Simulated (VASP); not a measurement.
Set up this calculation in VASP 6.6.1, as the native input.

```yaml
Task: relaxation of cell and atoms
Functional: PBE
Potentials_or_basis: VASP PAW PBE potentials, release 64 (Zr_sv, H)
Cutoff: 600 eV
k_mesh: 4 × 4 × 4
Occupations: gaussian, width 0.1 eV
Spin: no spin polarisation
Dipole_correction: no
Further_INCAR_settings: ALGO = Normal; EDIFF = 1e-07; IBRION = 2; EDIFFG = -0.04; NSW = 90; ISIF = 3
```

The structure of Zr3H lies in POSCAR:

```
Zr3H
1.0
    3.9434273900      0.0000000000      0.0000000000
    0.0000000000      3.9434273900      0.0000000000
    0.0000000000      0.0000000000      3.9434273900
Zr H
3 1
Direct
    0.5000000000      0.0000000000      0.0000000000
    0.0000000000      0.5000000000      0.0000000000
    0.0000000000      0.0000000000      0.5000000000
    0.5000000000      0.5000000000      0.5000000000
```

One way to write it, as run:

INCAR

```
PREC = Accurate ; ENCUT = 600
EDIFF = 1E-7 ; ISMEAR = 0
SIGMA = 0.1 ; LREAL = F
LASPH = T ; NELM = 80
ALGO = Normal ; ISIF = 3
LWAVE = F ; LCHARG = F
GGA = PE ; IBRION = 2
NSW = 90 ; EDIFFG = -0.04
```

KPOINTS

```
regular mesh
0
Gamma
  4 4 4
```

Potentials or basis: VASP PAW PBE potentials, release 64 (Zr_sv, H).

The run is started by

```sh
$ cat potpaw_PBE.64/Zr_sv/POTCAR potpaw_PBE.64/H/POTCAR > POTCAR
$ mpirun -np 1 vasp_std > vasp.out
```

It gave:

```
Relaxed volume                         : 19.20 Å³/atom
Relaxed cell                           : a = 4.251 Å, b = 4.251 Å, c = 4.251 Å, α = 90.00°, β = 90.00°, γ = 90.00°
Space group after relaxing (to 0.05 Å) : Pm-3m (No. 221)
Energy gained by relaxing              : 251.9 meV/atom
Ionic steps                            : 3
Pressure after relaxing                : 0.2 GPa
```

Caveat: the k points lie up to 0.37 Å⁻¹ apart in the final cell; the volume moved by over 15 % at a fixed basis, so the end points are rough.

Run time: 36 s on 1 thread of Intel(R) Xeon(R) Platinum 8375C CPU @ 2.90GHz (Ice Lake) (shared host), peak memory 0.18 GiB.
